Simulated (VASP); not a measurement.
Set up this calculation in VASP 6.6.1, as the native input.

- Task: single point
- Functional: PBE
- Potentials or basis: VASP PAW PBE potentials, release 64 (Zn, O)
- Cutoff: 600 eV
- k mesh: 5 × 5 × 3
- Occupations: gaussian, width 0.01 eV
- Spin: no spin polarisation
- Dipole correction: no
- Further INCAR settings: ALGO = Normal; EDIFF = 1e-06; NBANDS = 26

The structure of ZnO (zincite) lies in POSCAR:

```
ZnO
1.0
    3.2493080000      0.0000000000      0.0000000000
   -1.6246540000      2.8139832700      0.0000000000
    0.0000000000      0.0000000000      5.2057090000
Zn O
2 2
Direct
    0.3333333333      0.6666666667      0.5000000000
    0.6666666667      0.3333333333      0.0000000000
    0.6666666667      0.3333333333      0.3790100000
    0.3333333333      0.6666666667      0.8790100000
```

The input as run:

INCAR

```
SYSTEM = ZnO
PREC = Accurate
ENCUT = 600
EDIFF = 1E-6
ISMEAR = 0
SIGMA = 0.01
LREAL = .FALSE.
LASPH = .TRUE.
NELM = 120
ALGO = Normal
ISIF = 2
LWAVE = .FALSE.
LCHARG = .FALSE.
GGA = PE
NBANDS = 26
GGA_COMPAT = .FALSE.
```

KPOINTS

```
Automatic mesh
0
G
  5 5 3
  0 0 0
```

Potentials or basis: VASP PAW PBE potentials, release 64 (Zn, O).

Launch:

```sh
$ cat potpaw_PBE.64/Zn/POTCAR potpaw_PBE.64/O/POTCAR > POTCAR
$ mpirun -np 1 vasp_std > vasp.out
```

Results of the run:

The pressure is 5.8 GPa and the largest force is 0.074 eV/Å. The band gap on the k mesh is 0.79 eV, direct.

Caveat: the k points lie up to 0.45 Å⁻¹ apart.

It took 14 s on 1 thread of Intel(R) Xeon(R) Platinum 8488C (Sapphire Rapids), with other jobs on the host, peak memory 0.17 GiB.
